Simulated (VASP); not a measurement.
A run of VASP 6.6.1 is set up as follows.

File INCAR:

```
ALGO     = Normal         # electronic algorithm
EDIFF    = 1E-6           # SCF threshold, eV
ENCUT    = 600            # plane-wave cutoff, eV
GGA      = PE             # functional
GGA_COMPAT= False        
ISIF     = 2              # what is computed and relaxed
ISMEAR   = 0              # smearing method
IVDW     = 12             # dispersion correction
LASPH    = True           # aspherical terms in the spheres
LCHARG   = False          # write CHGCAR
LREAL    = False          # projectors in reciprocal space
LWAVE    = False          # write WAVECAR
NBANDS   = 15             # bands
NELM     = 120            # most SCF steps
PREC     = Accurate       # precision mode
SIGMA    = 0.01           # smearing width, eV
```

Contents of KPOINTS:

```
k-points
0
Gamma
  6 6 6
```

File POSCAR:

```
YN
1.0
    0.0000000000      2.4353941647      2.4353941647
    2.4353941647      0.0000000000      2.4353941647
    2.4353941647      2.4353941647      0.0000000000
Y N
1 1
Direct
    0.0000000000      0.0000000000      0.0000000000
    0.5000000000      0.5000000000      0.5000000000
```

Potentials or basis: VASP PAW PBE potentials, release 64 (Y_sv, N).

The run is started by

```sh
$ cat potpaw_PBE.64/Y_sv/POTCAR potpaw_PBE.64/N/POTCAR > POTCAR
$ mpirun -np 1 vasp_std > vasp.out
```

Task: What does it give for the band gap on the k mesh?

Result: 0.15 eV, indirect (least direct gap 0.53 eV).

Task: What does it give for the pressure?

Result: -0.3 GPa.

A k mesh can miss the band edges.
